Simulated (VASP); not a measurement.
# KZnF3 (Pm-3m) in VASP: settings compared

Aim: see how the results for KZnF3 move with the level of theory and the settings. Levels: LDA, PBEsol, PBE. Tasks: single point.

Everything below comes from runs of VASP 6.6.1. Logs are shortened: lines on timing, memory, paths and dates and some standing lists are left out, and cuts for length are marked.

## Step 1: The cell of the first run

Symmetry: Pm-3m, No. 221, cubic system. The conventional cell has a = 4.046 Å, b = 4.046 Å, c = 4.046 Å, α = 90.00°, β = 90.00°, γ = 90.00°. K (site symmetry m-3m) has 12 F at 2.86 Å and 8 Zn at 3.50 Å within 3.8 Å. Within 2.7 Å of Zn (site symmetry m-3m) lie 6 F at 2.02 Å. Within 2.7 Å of F (site symmetry 4/mmm) lie 2 Zn at 2.02 Å.

## Step 2: Single point, LDA

File INCAR:

```
SYSTEM = KZnF3
ALGO     = Normal         ! electronic algorithm
EDIFF    = 1E-7           ! SCF threshold, eV
ENCUT    = 520            ! plane-wave cutoff, eV
ISIF     = 2              ! what is computed and relaxed
ISMEAR   = 0              ! smearing method
LASPH    = .True.         ! aspherical terms in the spheres
LCHARG   = .True.         ! write CHGCAR
LELF     = .True.         ! ELF
LREAL    = .False.        ! projectors in reciprocal space
LVHAR    = .True.       
LWAVE    = .False.        ! write WAVECAR
NBANDS   = 29             ! bands
NELM     = 60             ! most SCF steps
PREC     = Accurate       ! precision mode
SIGMA    = 0.01           ! smearing width, eV
```

File KPOINTS:

```
k-points
0
Gamma
  6 6 6
  0 0 0
```

File POSCAR:

```
KZnF3
1.0
    4.0461640901      0.0000000000      0.0000000000
    0.0000000000      4.0461640901      0.0000000000
    0.0000000000      0.0000000000      4.0461640901
K Zn F
1 1 3
Direct
    0.0000000000      0.0000000000      0.0000000000
    0.5000000000      0.5000000000      0.5000000000
    0.5000000000      0.5000000000      0.0000000000
    0.0000000000      0.5000000000      0.5000000000
    0.5000000000      0.0000000000      0.5000000000
```

Potentials or basis: VASP PAW LDA potentials, release 64 (K_sv, Zn, F).

Launch:

```
cat potpaw_LDA.64/K_sv/POTCAR potpaw_LDA.64/Zn/POTCAR potpaw_LDA.64/F/POTCAR > POTCAR
mpirun -np 1 vasp_std > vasp.out
```

OUTCAR:

```text
SYSTEM = KZnF3
   EDIFF = 1E-7
   ENCUT = 520
   ISIF = 2
   ISMEAR = 0
   LASPH = .True.
   LREAL = .False.
   NELM = 60
   PREC = Accurate

 ion  position               nearest neighbor table
   1  0.000  0.000  0.000-
   2  0.500  0.500  0.500-   3 2.02   4 2.02   5 2.02   3 2.02   5 2.02   4 2.02
   3  0.500  0.500  0.000-   2 2.02   2 2.02
   4  0.000  0.500  0.500-   2 2.02   2 2.02
   5  0.500  0.000  0.500-   2 2.02   2 2.02

  LATTYP: Found a simple cubic cell.
 ALAT       =     4.0461640901

  Lattice vectors:

 A1 = (   4.0461640901,   0.0000000000,   0.0000000000)
 A2 = (   0.0000000000,   4.0461640901,   0.0000000000)
 A3 = (   0.0000000000,   0.0000000000,   4.0461640901)

Analysis of symmetry for initial positions (statically):
=====================================================================
 Subroutine PRICEL returns:
 Original cell was already a primitive cell.

 Routine SETGRP: Setting up the symmetry group for a
 simple cubic supercell.

 Subroutine GETGRP returns: Found 48 space group operations
 (whereof 48 operations were pure point group operations)
 out of a pool of 48 trial point group operations.

The static configuration has the point symmetry O_h .

Analysis of symmetry for dynamics (positions and initial velocities):
=====================================================================
 Subroutine PRICEL returns:
 Original cell was already a primitive cell.

 Routine SETGRP: Setting up the symmetry group for a
 simple cubic supercell.

 Subroutine GETGRP returns: Found 48 space group operations
 (whereof 48 operations were pure point group operations)
 out of a pool of 48 trial point group operations.

The dynamic configuration has the point symmetry O_h .

 Subroutine INISYM returns: Found 48 space group operations
 (whereof 48 operations are pure point group operations),
 and found     1 'primitive' translations

----------------------------------------------------------------------------------------

                                     Primitive cell

  volume of cell :      66.2415

  direct lattice vectors                    reciprocal lattice vectors
     4.046164090  0.000000000  0.000000000     0.247147663  0.000000000  0.000000000
     0.000000000  4.046164090  0.000000000     0.000000000  0.247147663  0.000000000
     0.000000000  0.000000000  4.046164090     0.000000000  0.000000000  0.247147663

  length of vectors
     4.046164090  4.046164090  4.046164090     0.247147663  0.247147663  0.247147663

  position of ions in fractional coordinates (direct lattice)
     0.000000000  0.000000000  0.000000000
     0.500000000  0.500000000  0.500000000
     0.500000000  0.500000000  0.000000000
     0.000000000  0.500000000  0.500000000
     0.500000000  0.000000000  0.500000000

  ion indices of the primitive-cell ions
   primitive index   ion index
                 1           1
                 2           2
                 3           3
                 4           4
                 5           5

----------------------------------------------------------------------------------------

 KPOINTS: k-points

Automatic generation of k-mesh.
 Grid dimensions read from file:
 generate k-points for:    6    6    6

 Generating k-lattice:

  Cartesian coordinates                     Fractional coordinates (reciprocal lattice)
     0.041191277  0.000000000  0.000000000     0.166666667  0.000000000  0.000000000
     0.000000000  0.041191277  0.000000000     0.000000000  0.166666667  0.000000000
     0.000000000  0.000000000  0.041191277     0.000000000  0.000000000  0.166666667

  Length of vectors
     0.041191277  0.041191277  0.041191277

  Shift w.r.t. Gamma in fractional coordinates (k-lattice)
     0.000000000  0.000000000  0.000000000

 Subroutine IBZKPT returns following result:
 ===========================================

 Found     20 irreducible k-points:

 Following reciprocal coordinates:
            Coordinates               Weight
  0.000000  0.000000  0.000000      1.000000
  0.166667  0.000000  0.000000      6.000000
  0.333333  0.000000  0.000000      6.000000
  0.500000  0.000000  0.000000      3.000000
  0.166667  0.166667  0.000000     12.000000
  0.333333  0.166667  0.000000     24.000000
[... 12 lines left out ...]
  0.500000  0.500000  0.333333      6.000000
  0.500000  0.500000  0.500000      1.000000
   k-points           NKPTS =     20   k-points in BZ     NKDIM =     20   number of bands    NBANDS=     29
   number of dos      NEDOS =    301   number of ions     NIONS =      5
   total plane-waves  NPLWV =  27000
   dimension x,y,z NGX =    30 NGY =   30 NGZ =   30
   dimension x,y,z NGXF=    60 NGYF=   60 NGZF=   60
   ions per type =               1   1   3
   NGX,Y,Z   is equivalent  to a cutoff of  12.33, 12.33, 12.33 a.u.
   NGXF,Y,Z  is equivalent  to a cutoff of  24.65, 24.65, 24.65 a.u.
 SYSTEM =  KZnF3
   PREC   = accura    normal or accurate (medium, high low for compatibility)
   ISTART =      0    job   : 0-new  1-cont  2-samecut
   ICHARG =      2    charge: 1-file 2-atom 10-const
   ISPIN  =      1    spin polarized calculation?
   LNONCOLLINEAR =      F non collinear calculations
   LSORBIT =      F    spin-orbit coupling
   LASPH  =      T    aspherical Exc in radial PAW
   ENCUT  =  520.0 eV  38.22 Ry    6.18 a.u.   7.52  7.52  7.52*2*pi/ulx,y,z
   NELM   =     60;   NELMIN=  2; NELMDL= -5     # of ELM steps
   EDIFF  = 0.1E-06   stopping-criterion for ELM
   LREAL  =      F    real-space projection
   EDIFFG = 0.1E-05   stopping-criterion for IOM
   NSW    =      0    number of steps for IOM
   IBRION =     -1    ionic relax: 0-MD 1-quasi-New 2-CG
   NFREE  =      0    steps in history (QN), initial steepest desc. (CG)
   ISIF   =      2    stress and relaxation
   ISYM   =      2    0-nonsym 1-usesym 2-fastsym
   POTIM  = 0.5000    time-step for ionic-motion
   TEBEG  =    0.0;   TEEND  =   0.0 temperature during run
   PSTRESS=    0.0 pullay stress
   NELECT =      42.0000    total number of electrons
   NUPDOWN=      -1.0000    fix difference up-down
   EMIN   =  10.00;   EMAX   =-10.00  energy-range for DOS
   EFERMI =   0.00;   METHOD = LEGACY
   ISMEAR =     0;   SIGMA  =   0.01  broadening in eV -4-tet -1-fermi 0-gaus
   EFERMI_NEDOS =   21; number of points for ismear=-14 and -15
   IALGO  =     38    algorithm
   IMIX   =      4    mixing-type and parameters
     AMIX     =   0.40;   BMIX     =  1.00
     AMIX_MAG =   1.60;   BMIX_MAG =  1.00
  volume/ion in A,a.u.               =      13.25        89.40
  Fermi-wavevector in a.u.,A,eV,Ry     =   1.406418  2.657745 26.912484  1.978012
  Thomas-Fermi vector in A             =   2.528780
   LORBIT       =      0    0 simple, 1 ext, 2 COOP (PROOUT), +10 PAW based schemes
   GGA     = CA    functional components
   LHFCALC =     F    Hartree Fock is set to
   AEXX    =    0.0000 exact exchange contribution
   IVDW    =     0    specifies the selected vdW correction
   LEPSILON=     F    determine dielectric tensor
   LRPA    =     F    only Hartree local field effects (RPA)
 non-spin polarized calculation
 Gauss-broadening in eV      SIGMA  =   0.01
  energy-cutoff  :      520.00
  volume of cell :       66.24
 maximum number of plane-waves:      1804
   NGX = 15   NGY = 15   NGZ = 15

 number of electron      41.9999980 magnetization

 Free energy of the ion-electron system (eV)
  ---------------------------------------------------
  ext. energy  EPLUGINS =         0.00000000
  ---------------------------------------------------
  free energy    TOTEN  =       -23.06903665 eV

  energy without entropy =      -23.06903665  energy(sigma->0) =      -23.06903665

 E-fermi :  -1.0985     XC(G=0): -10.6113

 val. band max:       -1.1720615182   @ k =   0.5000   0.5000   0.5000
 cond. band min:       2.4289390857   @ k =   0.0000   0.0000   0.0000
 fundamental gap:      3.6010006039
 Fermi energy:        -1.0985026027

 k-point     1 :       0.0000    0.0000    0.0000
  band No.  band energies     occupation
      1     -27.7114      2.00000
      2     -22.3611      2.00000
      3     -21.6877      2.00000
      4     -21.6877      2.00000
      5     -11.4470      2.00000
      6     -11.4470      2.00000
[... 21 lines left out ...]
     28       9.7489      0.00000
     29      12.6979      0.00000

 k-point     2 :       0.1667    0.0000    0.0000
  band No.  band energies     occupation
      1     -27.7050      2.00000
      2     -22.3265      2.00000
      3     -21.7201      2.00000
      4     -21.6861      2.00000
      5     -11.4450      2.00000
      6     -11.4340      2.00000
[... 21 lines left out ...]
     28       9.8283      0.00000
     29      12.4952      0.00000

 k-point     3 :       0.3333    0.0000    0.0000
  band No.  band energies     occupation
      1     -27.6921      2.00000
      2     -22.2466      2.00000
      3     -21.7957      2.00000
      4     -21.6817      2.00000
      5     -11.4408      2.00000
      6     -11.4077      2.00000
[... 21 lines left out ...]
     28      10.0024      0.00000
     29      12.1092      0.00000

 k-point     4 :       0.5000    0.0000    0.0000
  band No.  band energies     occupation
      1     -27.6856      2.00000
      2     -22.1954      2.00000
      3     -21.8451      2.00000
      4     -21.6798      2.00000
      5     -11.4386      2.00000
      6     -11.3944      2.00000
[... 469 lines left out ...]
     28      11.1940      0.00000
     29      11.3272      0.00000

 k-point    19 :       0.5000    0.5000    0.3333
  band No.  band energies     occupation
      1     -27.6579      2.00000
      2     -21.8653      2.00000
      3     -21.8485      2.00000
      4     -21.8485      2.00000
      5     -11.6015      2.00000
      6     -11.6015      2.00000
[... 21 lines left out ...]
     28      11.5039      0.00000
     29      11.5417      0.00000

 k-point    20 :       0.5000    0.5000    0.5000
  band No.  band energies     occupation
      1     -27.6548      2.00000
      2     -21.8433      2.00000
      3     -21.8433      2.00000
      4     -21.8433      2.00000
      5     -11.6288      2.00000
      6     -11.6288      2.00000
[... 21 lines left out ...]
     28      11.3877      0.00000
     29      11.9807      0.00000

------------------------ aborting loop because EDIFF is reached ----------------------------------------

  FORCE on cell =-STRESS in cart. coord.  units (eV):
  Direction    XX          YY          ZZ          XY          YZ          ZX
  --------------------------------------------------------------------------------------
  -------------------------------------------------------------------------------------
  Total       -1.7223407     -1.7223407     -1.7223407      0.0000000     -0.0000000      0.0000000
  in kB      -41.6580722    -41.6580722    -41.6580722      0.0000000     -0.0000000      0.0000000
  external PRESSURE =     -41.6580722 kB  Pullay stress =       0.0000000 kB

 VOLUME and BASIS-vectors are now :
 -----------------------------------------------------------------------------
  energy-cutoff  :      520.00
  volume of cell :       66.24
      direct lattice vectors                 reciprocal lattice vectors
     4.046164090  0.000000000  0.000000000     0.247147663  0.000000000  0.000000000
     0.000000000  4.046164090  0.000000000     0.000000000  0.247147663  0.000000000
     0.000000000  0.000000000  4.046164090     0.000000000  0.000000000  0.247147663

 POSITION                                       TOTAL-FORCE (eV/Angst)
 -----------------------------------------------------------------------------------
      0.00000      0.00000      0.00000         0.000000      0.000000      0.000000
      2.02308      2.02308      2.02308         0.000000      0.000000      0.000000
      2.02308      2.02308      0.00000         0.000000      0.000000      0.000000
      0.00000      2.02308      2.02308         0.000000      0.000000      0.000000
      2.02308      0.00000      2.02308         0.000000      0.000000      0.000000
 -----------------------------------------------------------------------------------
    total drift:                                0.000000      0.000000     -0.000000

  FREE ENERGIE OF THE ION-ELECTRON SYSTEM (eV)
  ---------------------------------------------------
  free  energy   TOTEN  =       -23.0690366480 eV

  energy  without entropy=      -23.0690366480  energy(sigma->0) =      -23.06903665
```

Wall time 17 s (1 thread of Intel Xeon 6975P-C (Granite Rapids), shared host); peak memory 0.16 GiB.

Results:

```yaml
Free_energy: -23.0690 eV
Pressure: -4.2 GPa
Band_gap_on_the_k_mesh: 3.60 eV, indirect (least direct gap 5.42 eV)
```

[end of part 1 of 2]
